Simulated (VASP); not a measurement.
A run of VASP 6.6.1 is set up as follows.

The input INCAR:

```
PREC = Accurate
ENCUT = 520
EDIFF = 1E-6
ISMEAR = 0
SIGMA = 0.01
LREAL = False
LASPH = True
NELM = 100
ALGO = Normal
ISIF = 2
LWAVE = False
LCHARG = False
GGA = PS
NBANDS = 25
```

The input KPOINTS:

```
Automatic mesh
0
Gamma
  2 2 2
```

File POSCAR:

```
SiO2
1.0
    5.0288930000      0.0000000000      0.0000000000
    0.5459076097      4.9991749006      0.0000000000
   -2.7874003999     -2.4995875355      3.3574135832
Si O
2 4
Direct
    0.0000000000      0.0000000000      0.0000000000
    0.7500000000      0.2500000000      0.5000000000
    0.9983800000      0.6250000000      0.8733800000
    0.3750000000      0.2483800000      0.3733800000
    0.7516200000      0.1250000000      0.1266200000
    0.8750000000      0.0016200000      0.6266200000
```

Potentials or basis: VASP PAW PBE potentials, release 64 (Si, O).

Command:

```sh
$ cat potpaw_PBE.64/Si/POTCAR potpaw_PBE.64/O/POTCAR > POTCAR
$ mpirun -np 1 vasp_std > vasp.out
```

(1) Estimate the pressure.

(2) What does it give for the largest force?

(3) What does it give for the band gap on the k mesh?

Results:

(1) 1.6 GPa.

(2) 0.026 eV/Å.

(3) 5.97 eV, direct.

Caveat: the k points lie up to 0.94 Å⁻¹ apart; the PAW data sets were made with another functional, which shifts forces and pressure a little.
